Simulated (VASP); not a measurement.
# BP (rocksalt type) (Fm-3m) in VASP: further runs, part 2 of 2

VASP 6.6.1. The steps go on from the part before.

**5. Single point, PBE (volume scaled by 0.94)**

INCAR

```
PREC = Accurate ; ENCUT = 520
EDIFF = 1E-7 ; ISMEAR = -1
SIGMA = 0.08 ; LREAL = F
LASPH = T ; NELM = 60
ALGO = Normal ; ISIF = 2
LWAVE = F ; LCHARG = T
GGA = PE ; LELF = T
LVHAR = T ; NBANDS = 11
```

KPOINTS

```
regular mesh
0
Gamma
  17 17 17
```

POSCAR

```
BP
1.0
    0.0000000000      2.1160894249      2.1160894249
    2.1160894249      0.0000000000      2.1160894249
    2.1160894249      2.1160894249      0.0000000000
B P
1 1
Direct
    0.0000000000      0.0000000000      0.0000000000
    0.5000000000      0.5000000000      0.5000000000
```

Potentials or basis: VASP PAW PBE potentials, release 64 (B, P).

On the command line:

```sh
> cat potpaw_PBE.64/B/POTCAR potpaw_PBE.64/P/POTCAR > POTCAR
> mpirun -np 1 vasp_std > vasp.out
```

OUTCAR:

```text
PREC = Accurate
   ENCUT = 520
   EDIFF = 1E-7
   ISMEAR = -1
   LREAL = F
   LASPH = T
   NELM = 60
   ISIF = 2
   GGA = PE

 ion  position               nearest neighbor table
   1  0.000  0.000  0.000-   2 2.12   2 2.12   2 2.12   2 2.12   2 2.12   2 2.12
   2  0.500  0.500  0.500-   1 2.12   1 2.12   1 2.12   1 2.12   1 2.12   1 2.12

  LATTYP: Found a face centered cubic cell.
 ALAT       =     4.2321788498

  Lattice vectors:

 A1 = (   0.0000000000,   2.1160894249,   2.1160894249)
 A2 = (   2.1160894249,   0.0000000000,   2.1160894249)
 A3 = (   2.1160894249,   2.1160894249,   0.0000000000)

Analysis of symmetry for initial positions (statically):
=====================================================================
 Subroutine PRICEL returns:
 Original cell was already a primitive cell.

 Routine SETGRP: Setting up the symmetry group for a
 face centered cubic supercell.

 Subroutine GETGRP returns: Found 48 space group operations
 (whereof 48 operations were pure point group operations)
 out of a pool of 48 trial point group operations.

The static configuration has the point symmetry O_h .

[... 162 lines left out ...]
 cond. band min:      10.6009145727   @ k =   0.1176   0.0588   0.0000
 fundamental gap:      0.0227350638
 Fermi energy:        10.5849106402

 k-point     1 :       0.0000    0.0000    0.0000
  band No.  band energies     occupation
      1      -7.0203      2.00000
      2      10.6077      0.85866
      3      10.6077      0.85866
      4      10.6077      0.85866
      5      18.1834      0.00000
      6      18.4401      0.00000
      7      18.4401      0.00000
      8      18.4401      0.00000
      9      19.6746      0.00000
     10      19.6746      0.00000
     11      19.6746      0.00000
[... 309 lines left out ...]
 k-point    24 :      -0.1176    0.0588    0.0000
  band No.  band energies     occupation
      1      -6.5334      2.00000
      2       8.3540      2.00000
      3       9.6214      1.99999
      4      10.9727      0.01558
      5      16.2100      0.00000
      6      17.3180      0.00000
      7      18.1640      0.00000
      8      19.0345      0.00000
      9      19.0622      0.00000
     10      19.8362      0.00000
     11      20.9500      0.00000

 [... further k-points ...]
[... 5 lines left out ...]
  --------------------------------------------------------------------------------------
  -------------------------------------------------------------------------------------
  Total        1.2811175      1.2811175      1.2811175      0.0000000      0.0000000     -0.0000000
  in kB      108.3097383    108.3097383    108.3097383      0.0000000      0.0000000     -0.0000000
  external PRESSURE =     108.3097383 kB  Pullay stress =       0.0000000 kB

 VOLUME and BASIS-vectors are now :
 -----------------------------------------------------------------------------
  energy-cutoff  :      520.00
  volume of cell :       18.95
      direct lattice vectors                 reciprocal lattice vectors
     0.000000000  2.116089425  2.116089425    -0.236284910  0.236284910  0.236284910
     2.116089425  0.000000000  2.116089425     0.236284910 -0.236284910  0.236284910
     2.116089425  2.116089425  0.000000000     0.236284910  0.236284910 -0.236284910

 POSITION                                       TOTAL-FORCE (eV/Angst)
 -----------------------------------------------------------------------------------
      0.00000      0.00000      0.00000        -0.000000      0.000000      0.000000
      2.11609      2.11609      2.11609         0.000000     -0.000000     -0.000000
 -----------------------------------------------------------------------------------
    total drift:                                0.000000     -0.000000     -0.000000

  FREE ENERGIE OF THE ION-ELECTRON SYSTEM (eV)
  ---------------------------------------------------
  free  energy   TOTEN  =       -10.7699811003 eV

  energy  without entropy=      -10.7539130301  energy(sigma->0) =      -10.76194707
```

OSZICAR:

```text
N       E                     dE             d eps       ncg     rms          rms(c)
DAV:   1     0.893530039621E+01    0.89353E+01   -0.41539E+03  3630   0.677E+02
DAV:   2    -0.105063308946E+02   -0.19442E+02   -0.18852E+02  4693   0.109E+02
DAV:   3    -0.110291162421E+02   -0.52279E+00   -0.51549E+00  4468   0.144E+01
DAV:   4    -0.110306229765E+02   -0.15067E-02   -0.15058E-02  4270   0.885E-01
DAV:   5    -0.110306269056E+02   -0.39291E-05   -0.39296E-05  4306   0.429E-02    0.695E+00
DAV:   6    -0.107784551544E+02    0.25217E+00   -0.78580E-01  4006   0.363E+00    0.374E+00
DAV:   7    -0.107698908499E+02    0.85643E-02   -0.79450E-02  4552   0.146E+00    0.138E+00
DAV:   8    -0.107698742606E+02    0.16589E-04   -0.29728E-03  3954   0.323E-01    0.178E-01
DAV:   9    -0.107699711483E+02   -0.96888E-04   -0.14219E-04  4418   0.827E-02    0.417E-02
DAV:  10    -0.107699811378E+02   -0.99895E-05   -0.13974E-05  4074   0.266E-02    0.142E-02
DAV:  11    -0.107699809725E+02    0.16533E-06   -0.18298E-06  4254   0.703E-03    0.157E-03
DAV:  12    -0.107699811063E+02   -0.13384E-06   -0.82524E-08  2196   0.197E-03    0.285E-04
DAV:  13    -0.107699811003E+02    0.60352E-08   -0.73137E-09  2085   0.552E-04
   1 F= -.10769981E+02 E0= -.10761947E+02  d E =-.160681E-01
```

Run time: 70 s. Hardware: 1 thread of AMD EPYC 7R13, shared host; peak memory 0.13 GiB.

What came out:

```
Free energy            : -10.7700 eV
Pressure               : 10.8 GPa
Band gap on the k mesh : zero (band 4 reaches 12.04 eV, above the bottom of band 5 at 7.95 eV)
```

Caveat: the cell differs from its parent crystal (volume scaled by 0.94).

**6. Single point, PBE**

This run uses another cell than the first one, of 10.08 Å³/atom, 1.389 times its volume.

INCAR

```
SYSTEM = BP
PREC = Accurate ; ENCUT = 520
EDIFF = 1E-7 ; ISMEAR = -1
SIGMA = 0.08 ; LREAL = .FALSE.
LASPH = .TRUE. ; NELM = 80
ALGO = Normal ; ISIF = 2
LWAVE = .FALSE. ; LCHARG = .FALSE.
GGA = PE ; NBANDS = 11
```

KPOINTS

```
Automatic mesh
0
G
  17 17 17
  0 0 0
```

POSCAR

```
BP
1.0
    0.0000000000      2.1601872527      2.1601872527
    2.1601872527      0.0000000000      2.1601872527
    2.1601872527      2.1601872527      0.0000000000
B P
1 1
Direct
    0.0000000000      0.0000000000      0.0000000000
    0.5000000000      0.5000000000      0.5000000000
```

Potentials or basis: VASP PAW PBE potentials, release 64 (B, P).

On the command line:

```sh
> cat potpaw_PBE.64/B/POTCAR potpaw_PBE.64/P/POTCAR > POTCAR
> mpirun -np 1 vasp_std > vasp.out
```

OUTCAR:

```text
SYSTEM = BP
   PREC = Accurate
   ENCUT = 520
   EDIFF = 1E-7
   ISMEAR = -1
   LREAL = .FALSE.
   LASPH = .TRUE.
   NELM = 80
   ISIF = 2
   GGA = PE

 ion  position               nearest neighbor table
   1  0.000  0.000  0.000-   2 2.16   2 2.16   2 2.16   2 2.16   2 2.16   2 2.16
   2  0.500  0.500  0.500-   1 2.16   1 2.16   1 2.16   1 2.16   1 2.16   1 2.16

  LATTYP: Found a face centered cubic cell.
 ALAT       =     4.3203745054

  Lattice vectors:

[... 512 lines left out ...]
      5      15.1402      0.00000
      6      16.0398      0.00000
      7      16.8815      0.00000
      8      17.8921      0.00000
      9      18.2126      0.00000
     10      18.4626      0.00000
     11      19.7669      0.00000

 [... further k-points ...]
[... 5 lines left out ...]
  --------------------------------------------------------------------------------------
  -------------------------------------------------------------------------------------
  Total       -0.0273387     -0.0273387     -0.0273387      0.0000000      0.0000000     -0.0000000
  in kB       -2.1726216     -2.1726216     -2.1726216      0.0000000      0.0000000     -0.0000000
  external PRESSURE =      -2.1726216 kB  Pullay stress =       0.0000000 kB

 VOLUME and BASIS-vectors are now :
 -----------------------------------------------------------------------------
  energy-cutoff  :      520.00
  volume of cell :       20.16
      direct lattice vectors                 reciprocal lattice vectors
     0.000000000  2.160187253  2.160187253    -0.231461416  0.231461416  0.231461416
     2.160187253  0.000000000  2.160187253     0.231461416 -0.231461416  0.231461416
     2.160187253  2.160187253  0.000000000     0.231461416  0.231461416 -0.231461416

 POSITION                                       TOTAL-FORCE (eV/Angst)
 -----------------------------------------------------------------------------------
      0.00000      0.00000      0.00000         0.000000     -0.000000     -0.000000
      2.16019      2.16019      2.16019        -0.000000      0.000000      0.000000
 -----------------------------------------------------------------------------------
    total drift:                                0.000000     -0.000000     -0.000000

  FREE ENERGIE OF THE ION-ELECTRON SYSTEM (eV)
  ---------------------------------------------------
  free  energy   TOTEN  =       -10.8086020528 eV

  energy  without entropy=      -10.7918440926  energy(sigma->0) =      -10.80022307
```

It took 70 s on 1 thread of AMD EPYC 7R13, shared host; peak memory 0.13 GiB.

Results:

```
Free energy            : -10.8086 eV
Pressure               : -0.2 GPa
Band gap on the k mesh : zero (band 4 reaches 11.23 eV, above the bottom of band 5 at 6.90 eV)
```

**7. Overview**

```tsv
cell	gap on the mesh (eV)	pressure (GPa)
a = 2.738 Å, angles 60.0°, 2 atoms	none	96.2
a = 2.836 Å, angles 60.0°, 2 atoms	none	53.8
a = 2.928 Å, angles 60.0°, 2 atoms	none	25.6
a = 2.993 Å, angles 60.0°, 2 atoms	none	10.8
a = 3.055 Å, angles 60.0°, 2 atoms	none	-0.2
```

Alike in all rows: task single point; level PBE; potentials or basis VASP PAW PBE potentials, release 64 (B, P); no spin polarisation; k mesh 17 × 17 × 17; cutoff (eV) 520; smearing fermi-dirac 0.08 eV.

Total energies depend on the potentials used, so only differences within one code and one set of settings carry meaning.
